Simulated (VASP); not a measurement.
Runs of VASP 6.6.1 on As2Se. The structure is that of space group I4_1/amd (No. 141), or close to it. The cells are those of the table. 

| task | level | potentials or basis | cell | cutoff (eV) | gap on the mesh (eV) | pressure (GPa) |
| --- | --- | --- | --- | --- | --- | --- |
| single point | LDA | VASP PAW LDA potentials, release 64 (As, Se) | a = 5.524 Å, angles 102.8, 102.8, 123.9°, 6 atoms | 520 | none | 0.3 |
| relaxation of cell and atoms | LDA | VASP PAW LDA potentials, release 64 (As, Se) | relaxed from a = 5.653 Å, angles 102.7, 102.7, 124.0°, 6 atoms | 600 | none | 0.0 |
| single point | PBE+D3(BJ) | VASP PAW PBE potentials, release 64 (As, Se) | a = 5.653 Å, angles 102.7, 102.7, 124.0°, 6 atoms | 520 | none | -3.0 |
| single point | PBE | VASP PAW PBE potentials, release 64 (As, Se) | a = 5.660 Å, angles 102.6, 102.6, 124.4°, 6 atoms | 520 | none | 0.1 |
| single point | PBEsol | VASP PAW PBE potentials, release 64 (As, Se) | a = 5.561 Å, angles 102.8, 102.8, 123.9°, 6 atoms | 520 | none | (a) |
| single point | PBE+D3(BJ) | VASP PAW PBE potentials, release 64 (As, Se) | a = 5.566 Å, angles 102.8, 102.8, 123.8°, 6 atoms | 520 | none | 0.1 |
| single point | r2SCAN | VASP PAW PBE potentials, release 64 (As, Se) | a = 5.619 Å, angles 102.6, 102.6, 124.4°, 6 atoms | 520 | none | -0.1 |

Alike in all rows: no spin polarisation; k mesh 8 × 8 × 8; smearing gaussian 0.1 eV.

Task: Estimate the missing entries.

Result: (a) 0.2.

Caveats: pairwise dispersion overbinds metals, which lowers pressure and volume (some runs); the PAW data sets were made with another functional, which shifts forces and pressure a little (some runs); three body term missing (some runs).

A k mesh can miss the band edges, and the runs leave out spin-orbit coupling on As, Se.

A gap of «none» marks levels without a gap at the run's occupations.
